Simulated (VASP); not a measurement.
# MoS2 (n.A) in VASP: a series of runs

The runs below take MoS2 (n.A) through single point, with PBEsol.

Everything below comes from runs of VASP 6.6.1. Logs are shortened: lines on timing, memory, paths and dates and some standing lists are left out, and cuts for length are marked.

## 1. The cell of the first run

The cell holds a sheet with vacuum, 3 atoms: a = 3.170 Å, b = 3.170 Å, c = 17.120 Å, α = 90.00°, β = 90.00°, γ = 120.00°.

## 2. Single point, PBEsol

Contents of INCAR:

```
ALGO = Normal ; DIPOL = 0.5 0.5 0.500
EDIFF = 1E-6 ; ENCUT = 400
GGA = PS ; GGA_COMPAT = F
IDIPOL = 3 ; ISIF = 2
ISMEAR = 0 ; LASPH = T
LCHARG = F ; LDIPOL = T
LREAL = F ; LWAVE = F
NBANDS = 20 ; NELM = 120
NELMDL = -8 ; PREC = Accurate
SIGMA = 0.03
```

Contents of KPOINTS:

```
k-points
0
Gamma
  12 12 1
```

Contents of POSCAR:

```
MoS2
1.0
    3.1700000000      0.0000000000      0.0000000000
   -1.5850000000      2.7453005300      0.0000000000
    0.0000000000      0.0000000000     17.1200000000
S Mo
2 1
Direct
    0.6666670000      0.3333330000      0.4088785047
    0.6666670000      0.3333330000      0.5911214953
    0.3333330000      0.6666670000      0.5000000000
```

Potentials or basis: VASP PAW PBE potentials, release 64 (S, Mo_sv).

The run is started by

```sh
$ cat potpaw_PBE.64/S/POTCAR potpaw_PBE.64/Mo_sv/POTCAR > POTCAR
$ mpirun -np 1 vasp_std > vasp.out
```

OUTCAR:

```text
EDIFF = 1E-6
   ENCUT = 400
   GGA = PS
   ISIF = 2
   ISMEAR = 0
   LASPH = T
   LREAL = F
   NELM = 120
   NELMDL = -8
   PREC = Accurate

 ion  position               nearest neighbor table
   1  0.667  0.333  0.409-   3 2.40   3 2.40   3 2.40
   2  0.667  0.333  0.591-   3 2.40   3 2.40   3 2.40
   3  0.333  0.667  0.500-   1 2.40   2 2.40   1 2.40   2 2.40   1 2.40   2 2.40

  LATTYP: Found a hexagonal cell.
 ALAT       =     3.1700000000
 C/A-ratio  =     5.4006309148

  Lattice vectors:

 A1 = (   3.1700000000,   0.0000000000,   0.0000000000)
 A2 = (  -1.5850000000,   2.7453005300,   0.0000000000)
 A3 = (   0.0000000000,   0.0000000000,  17.1200000000)

Analysis of symmetry for initial positions (statically):
=====================================================================
 Subroutine PRICEL returns:
 Original cell was already a primitive cell.

 Routine SETGRP: Setting up the symmetry group for a
 hexagonal supercell.

 Subroutine GETGRP returns: Found 12 space group operations
 (whereof 12 operations were pure point group operations)
 out of a pool of 24 trial point group operations.

The static configuration has the point symmetry D_3h.

Analysis of symmetry for dynamics (positions and initial velocities):
=====================================================================
 Subroutine PRICEL returns:
 Original cell was already a primitive cell.

 Routine SETGRP: Setting up the symmetry group for a
 hexagonal supercell.

 Subroutine GETGRP returns: Found 12 space group operations
 (whereof 12 operations were pure point group operations)
 out of a pool of 24 trial point group operations.

The dynamic configuration has the point symmetry D_3h.

 Subroutine INISYM returns: Found 12 space group operations
 (whereof 12 operations are pure point group operations),
 and found     1 'primitive' translations

----------------------------------------------------------------------------------------

                                     Primitive cell

  volume of cell :     148.9886

  direct lattice vectors                    reciprocal lattice vectors
     3.170000000  0.000000000  0.000000000     0.315457413  0.182129422  0.000000000
    -1.585000000  2.745300530  0.000000000     0.000000000  0.364258845  0.000000000
     0.000000000  0.000000000 17.120000000     0.000000000  0.000000000  0.058411215
[... 81 lines left out ...]
   LREAL  =      F    real-space projection
   EDIFFG = 0.1E-04   stopping-criterion for IOM
   NSW    =      0    number of steps for IOM
   IBRION =     -1    ionic relax: 0-MD 1-quasi-New 2-CG
   NFREE  =      0    steps in history (QN), initial steepest desc. (CG)
   ISIF   =      2    stress and relaxation
   ISYM   =      2    0-nonsym 1-usesym 2-fastsym
   POTIM  = 0.5000    time-step for ionic-motion
   TEBEG  =    0.0;   TEEND  =   0.0 temperature during run
   PSTRESS=    0.0 pullay stress
   NELECT =      26.0000    total number of electrons
   NUPDOWN=      -1.0000    fix difference up-down
   EMIN   =  10.00;   EMAX   =-10.00  energy-range for DOS
   EFERMI =   0.00;   METHOD = LEGACY
   ISMEAR =     0;   SIGMA  =   0.03  broadening in eV -4-tet -1-fermi 0-gaus
   EFERMI_NEDOS =   21; number of points for ismear=-14 and -15
   IALGO  =     38    algorithm
   IMIX   =      4    mixing-type and parameters
     AMIX     =   0.40;   BMIX     =  1.00
     AMIX_MAG =   1.60;   BMIX_MAG =  1.00
  volume/ion in A,a.u.               =      49.66       335.14
  Fermi-wavevector in a.u.,A,eV,Ry     =   0.914847  1.728810 11.387320  0.836944
  Thomas-Fermi vector in A             =   2.039520
   LORBIT       =      0    0 simple, 1 ext, 2 COOP (PROOUT), +10 PAW based schemes
   GGA     = PS    functional components
   LHFCALC =     F    Hartree Fock is set to
   AEXX    =    0.0000 exact exchange contribution
   IVDW    =     0    specifies the selected vdW correction
   LEPSILON=     F    determine dielectric tensor
   LRPA    =     F    only Hartree local field effects (RPA)
 non-spin polarized calculation
 Gauss-broadening in eV      SIGMA  =   0.03
  energy-cutoff  :      400.00
  volume of cell :      148.99
 maximum number of plane-waves:      2733
 NGX is ok and might be reduce to    24
   NGX = 11   NGY = 11   NGZ = 55

 number of electron      26.0000000 magnetization

 dipolmoment           0.000000      0.000000     -0.000000 electrons x Angstroem

 Free energy of the ion-electron system (eV)
  ---------------------------------------------------
  ext. energy  EPLUGINS =         0.00000000
  ---------------------------------------------------
  free energy    TOTEN  =       -23.41282697 eV

  energy without entropy =      -23.41282697  energy(sigma->0) =      -23.41282697

 E-fermi :  -1.2578     XC(G=0):  -4.4910

 val. band max:       -1.3953043972   @ k =   0.3333   0.3333   0.0000
 cond. band min:       0.3255035567   @ k =   0.3333   0.3333   0.0000
 fundamental gap:      1.7208079539
 Fermi energy:        -1.2577595725

 k-point     1 :       0.0000    0.0000    0.0000
  band No.  band energies     occupation
      1     -62.1194      2.00000
      2     -36.3101      2.00000
      3     -36.0812      2.00000
      4     -36.0812      2.00000
      5     -15.4965      2.00000
      6     -14.1619      2.00000
[... 426 lines left out ...]
     19       6.2212      0.00000
     20       8.2544      0.00000

------------------------ aborting loop because EDIFF is reached ----------------------------------------

 vacuum level on the upper side and lower side of the slab       (xc-potential included)        -0.122        -0.122

  FORCE on cell =-STRESS in cart. coord.  units (eV):
  Direction    XX          YY          ZZ          XY          YZ          ZX
  --------------------------------------------------------------------------------------
  -------------------------------------------------------------------------------------
  Total       -1.1775408     -1.1775408     -0.7938196      0.0000000      0.0000000     -0.0000000
  in kB      -12.6629133    -12.6629133     -8.5364928      0.0000000      0.0000000     -0.0000000
  external PRESSURE =     -11.2874398 kB  Pullay stress =       0.0000000 kB

 VOLUME and BASIS-vectors are now :
 -----------------------------------------------------------------------------
  energy-cutoff  :      400.00
  volume of cell :      148.99
      direct lattice vectors                 reciprocal lattice vectors
     3.170000000  0.000000000  0.000000000     0.315457413  0.182129422  0.000000000
    -1.585000000  2.745300530  0.000000000     0.000000000  0.364258845  0.000000000
     0.000000000  0.000000000 17.120000000     0.000000000  0.000000000  0.058411215

 POSITION                                       TOTAL-FORCE (eV/Angst)
 -----------------------------------------------------------------------------------
      1.58500      0.91510      7.00000        -0.000000      0.000000      0.218314
      1.58500      0.91510     10.12000        -0.000000      0.000000     -0.218314
     -0.00000      1.83020      8.56000         0.000000      0.000000      0.000000
 -----------------------------------------------------------------------------------
    total drift:                                0.001320     -0.000762      0.000000

  FREE ENERGIE OF THE ION-ELECTRON SYSTEM (eV)
  ---------------------------------------------------
  free  energy   TOTEN  =       -23.4128269690 eV

  energy  without entropy=      -23.4128269690  energy(sigma->0) =      -23.41282697

 vacuum level on the upper side and lower side of the slab         4.485         4.485
```

Wall time 2.1 min (1 thread of Intel Xeon 8259CL, shared host); peak memory 0.24 GiB.

What came out:

* Free energy: -23.4128 eV
* Largest force: 0.218 eV/Å
* Band gap on the k mesh: 1.72 eV, direct

Forces on the atoms (eV/Å):
```
S    0.000  0.000  0.218
S    0.000  0.000 -0.218
Mo   0.000  0.000  0.000
```

Caveat: the PAW data sets were made with another functional, which shifts forces and pressure a little.

## 3. Single point, PBEsol

This run uses another cell than the first one, of 85.54 Å³/atom, 1.722 times its volume.

Contents of INCAR:

```
SYSTEM = MoS2
ALGO = Normal
DIPOL = 0.5 0.5 0.285
EDIFF = 1E-6
ENCUT = 400
GGA = PS
GGA_COMPAT = .FALSE.
IDIPOL = 3
ISIF = 2
ISMEAR = 0
LASPH = .TRUE.
LCHARG = .TRUE.
LDIPOL = .TRUE.
LELF = .TRUE.
LREAL = .FALSE.
LVACPOTAV = .TRUE.
LVHAR = .TRUE.
LWAVE = .FALSE.
NBANDS = 20
NELM = 120
NELMDL = -8
PREC = Accurate
SIGMA = 0.03
```

Contents of KPOINTS:

```
k-points
0
G
  12 12 1
  0 0 0
```

Contents of POSCAR:

```
MoS2
1.0
    3.1406560002      0.0000000000      0.0000000000
   -1.5703280001      2.7198878807      0.0000000000
    0.0000000000      0.0000000000     30.0399999981
S Mo
2 1
Direct
    0.6666666667      0.3333333333      0.2330742864
    0.6666666667      0.3333333333      0.3368325046
    0.3333333333      0.6666666667      0.2849533955
```

Potentials or basis: VASP PAW PBE potentials, release 64 (S, Mo_sv).

The run is started by

```sh
$ cat potpaw_PBE.64/S/POTCAR potpaw_PBE.64/Mo_sv/POTCAR > POTCAR
$ mpirun -np 1 vasp_std > vasp.out
```

Wall time 3.4 min (1 thread of Intel Xeon 8259CL, shared host); peak memory 0.29 GiB.

It converged, with:

| Item | Value |
| --- | --- |
| Free energy | -23.4229 eV |
| Band gap on the k mesh | 1.81 eV, direct |

Forces on the atoms (eV/Å):
```
S    0.000  0.000 -0.002
S    0.000  0.000  0.002
Mo   0.000  0.000  0.000
```

Levels at points of the mesh, in eV from the valence-band top:
```csv
k point,band 10,band 11,band 12,band 13,band 14,band 15,band 16,band 17
"(0.00, 0.00, 0.00)",-1.86,-1.46,-1.46,-0.08,2.90,2.90,3.17,3.17
"(0.50, 0.00, 0.00)",-3.20,-1.93,-0.88,-0.66,2.41,2.92,3.97,4.49
```

Caveat: the PAW data sets were made with another functional, which shifts forces and pressure a little.
